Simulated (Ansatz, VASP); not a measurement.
## Two plane-wave programs on Zn4HO4

```
Zn O H
1.0
     5.51481    0.00000    0.00000
     0.00000    5.51481    0.00000
     0.00000    0.00000    3.24301
Zn O H
4 4 1
Direct
  0.18207 0.18207 0.50000
  0.81793 0.81793 0.50000
  0.68207 0.31793 0.00000
  0.31793 0.68207 0.00000
  0.81800 0.18200 0.50000
  0.18200 0.81800 0.50000
  0.68200 0.68200 0.00000
  0.31800 0.31800 0.00000
  0.00004 0.78200 0.00000
```

Alike in both runs: task single point; functional PBEsol; k mesh 4 × 4 × 8; occupations gaussian, width 0.05 eV; no spin polarisation.

|  | VASP | Ansatz |
| --- | --- | --- |
| version | VASP 6.6.1 | Ansatz 0.2.0 |
| potentials or method | VASP PAW PBE potentials, release 64 (Zn, O, H), cutoff 520 eV | scalar-relativistic, plane waves, PAW |
| valence electrons in the cell | 73 | 73 |

VASP gave:

| Item | Value |
| --- | --- |
| gap on the k mesh at the Fermi level (eV) | none |
| pressure (GPa) | 6.2 |
| traceless stress, the component that is largest in VASP (GPa) | 2.91 |
| rms of the force components (eV/Å) | 0.235 |

Problem. Estimate Ansatz's values.

Solution. gap on the k mesh at the Fermi level (eV): none; pressure (GPa): 5.3; traceless stress, the component that is largest in VASP (GPa): 2.75; rms of the force components (eV/Å): 0.231.

VASP's potentials were made for PBE, not for PBEsol, and Ansatz warns of the same on its side. Atom by atom the forces differ by 0.006 eV/Å (rms over components). A gap of «none» marks a metal or a gap that the smearing closes.
